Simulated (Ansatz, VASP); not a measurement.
**Two plane-wave programs on Ir**

File INCAR:

```
SYSTEM = Ir
ALGO = Normal
EDIFF = 1E-6
ENCUT = 520
GGA = PE
ISIF = 2
ISMEAR = 0
LASPH = .True.
LCHARG = .True.
LELF = .True.
LREAL = .False.
LVHAR = .True.
LWAVE = .False.
NBANDS = 10
NELM = 100
PREC = Accurate
SIGMA = 0.15
```

Contents of KPOINTS:

```
k-points
0
Gamma
  22 22 22
  0 0 0
```

File POSCAR:

```
Ir
1.0
    0.0000000000      2.0198590112      1.9184620889
    2.0198590112      0.0000000000      1.9184620889
    2.0198590112      2.0198590112      0.0000000000
Ir
1
Direct
    0.0000000000      0.0000000000      0.0000000000
```

Input for Ansatz:

```yaml
crystal:
  lattice:
    - [0.0, 2.0198590112, 1.9184620889]
    - [2.0198590112, 0.0, 1.9184620889]
    - [2.0198590112, 2.0198590112, 0.0]
  atoms:
    - { symbol: Ir, position: [0.0, 0.0, 0.0] }
basis:
  ecutwfc: 420
kpoints:
  mp_grid: { grid: [22, 22, 22] }
hamiltonian:
  xc: pbe
  pseudopotentials: { kind: paw, azcp: { folder: soft_1 } }
scf:
  occupations: { method: gaussian, width: 0.15 }
output:
  forces: true
  stress: true
  eigenvalues: true
  write_density: true
  write_potential: true
  elf: true
  volumetric_format: npy
```

Alike in both runs: task single point; functional PBE; k mesh 22 × 22 × 22; occupations gaussian, width 0.15 eV; no spin polarisation.

```csv
,VASP,Ansatz
version,VASP 6.6.1,Ansatz 0.2.0
potentials or method,"VASP PAW PBE potentials, release 64 (Ir), cutoff 520 eV","scalar-relativistic, plane waves, PAW"
valence electrons in the cell,9,17
```

Ansatz gave:

```
gap on the k mesh at the Fermi level (eV)                     : none
pressure (GPa)                                                : -21.4
traceless stress, the component that is largest in VASP (GPa) : 9.33
```

**Question.** What did VASP give for the same quantities?

**Answer.** gap on the k mesh at the Fermi level (eV): none; pressure (GPa): -21.0; traceless stress, the component that is largest in VASP (GPa): 9.25.

A gap of «none» marks a metal or a gap that the smearing closes. VASP's potentials hold 9 valence electrons a cell and Ansatz's 17, so a difference there can come from the potentials and not from the codes.

Neither program's run includes spin-orbit coupling.
